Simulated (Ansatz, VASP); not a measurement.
## P: VASP beside Ansatz

The input POSCAR:

```
P
1.0
    4.4753493776      0.0000000000      0.0000000000
   -2.2376746888      3.8757662518      0.0000000000
    0.0000000000      0.0000000000      2.4991552475
P
3
Direct
    0.0000000000      1.0000000000      0.0000000000
    0.3333333333      0.6666666667      0.5000000000
    0.6666666667      0.3333333333      0.5000000000
```

Contents of INCAR.step1:

```
SYSTEM = P
ALGO = Normal ; EDIFF = 1E-5
ENCUT = 550 ; GGA = PE
GGA_COMPAT = .FALSE. ; ISMEAR = -1
LASPH = .TRUE. ; LCHARG = .FALSE.
LREAL = .FALSE. ; LWAVE = .TRUE.
NBANDS = 14 ; NELM = 120
PREC = Accurate ; SIGMA = 0.1
```

Contents of INCAR.step2:

```
SYSTEM = P
ALGO = Normal ; EDIFF = 1E-6
ENCUT = 550 ; GGA_COMPAT = .FALSE.
ISIF = 2 ; ISMEAR = -1
ISTART = 1 ; LASPH = .TRUE.
LCHARG = .TRUE. ; LELF = .TRUE.
LMIXTAU = .TRUE. ; LREAL = .FALSE.
LVHAR = .TRUE. ; LWAVE = .FALSE.
METAGGA = R2SCAN ; NBANDS = 14
NELM = 120 ; PREC = Accurate
SIGMA = 0.1
```

Contents of KPOINTS:

```
k-points
0
G
  9 9 14
  0 0 0
```

Input for Ansatz:

```yaml
crystal:
  lattice:
    - [4.4753493776, 0.0, 0.0]
    - [-2.2376746888, 3.8757662518, 0.0]
    - [0.0, 0.0, 2.4991552475]
  atoms:
    - { symbol: P, position: [0.0, 1.0, 0.0] }
    - { symbol: P, position: [0.3333333333, 0.6666666667, 0.5] }
    - { symbol: P, position: [0.6666666667, 0.3333333333, 0.5] }
hamiltonian:
  xc: r2scan
  pseudopotentials:
    kind: paw
    azcp:
      P: "pseudopotentials/P.paw.azcp"
basis:
  ecutwfc: 500
  fft_grid_basis: typed
kpoints:
  mp_grid: { grid: [9, 9, 14], shift: [0, 0, 0] }
magnetization:
  spin_polarized: false
scf:
  occupations: { method: fermi_dirac, width: 0.1 }
  lower_state_search: "off"
output:
  stress: true
  write_density: true
  write_potential: true
  elf: true
  volumetric_format: npy
```

Alike in both runs: task single point; functional r2SCAN; k mesh 9 × 9 × 14; occupations fermi-dirac, width 0.1 eV; no spin polarisation.

|  | VASP | Ansatz |
| --- | --- | --- |
| version | VASP 6.6.1 | Ansatz 0.2.0 |
| potentials or method | VASP PAW PBE potentials, release 64 (P), cutoff 550 eV | plane waves (500 eV) with PAW, scalar-relativistic |
| valence electrons in the cell | 15 | 15 |

|  | VASP | Ansatz | Ansatz less VASP |
| --- | --- | --- | --- |
| pressure (GPa) | -0.2 | 0.0 | +0.17 |
| traceless stress, the component that is largest in VASP (GPa) | -2.50 | -2.42 | +0.083 |

VASP's potentials were made for PBE, not for r2SCAN.
